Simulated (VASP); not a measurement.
Pt, 2 atoms in the cell. It takes space group P6_3/mmc (No. 194, hexagonal). Conventional cell: a = 2.731 Å, b = 2.731 Å, c = 4.733 Å, α = 90.00°, β = 90.00°, γ = 120.00°. Pt (site symmetry -6m2) has 12 Pt at 2.73 to 2.84 Å within 3.6 Å. This isn't the form of Pt at room conditions, which is fcc.

| Property | Result |
| --- | --- |
| Program | VASP 6.6.1 |
| Task | relaxation of shape and atoms at fixed volume |
| Functional | PBE |
| Potentials or basis | VASP PAW PBE potentials, release 64 (Pt) |
| Cutoff | 600 eV |
| k mesh | 18 × 18 × 10 |
| Occupations | gaussian, width 0.1 eV |
| Spin | no spin polarisation |
| Dipole correction | no |
| Further INCAR settings | ALGO = Fast; EDIFF = 1e-06; IBRION = 2; EDIFFG = -0.01; NSW = 50; ISIF = 4 |

Potentials or basis: VASP PAW PBE potentials, release 64 (Pt).

Command:

```sh
$ cat potpaw_PBE.64/Pt/POTCAR > POTCAR
$ mpirun -np 1 vasp_std > vasp.out
```

Hardware: 1 thread of Intel(R) Xeon(R) Platinum 8559C (Emerald Rapids) (shared host).

Estimate the wall time of this run.

Run time: 69 s on 1 thread of Intel(R) Xeon(R) Platinum 8559C (Emerald Rapids), with other jobs on the host, peak memory 0.24 GiB. Counts: scf iterations 18, k points 222, ion steps 2.
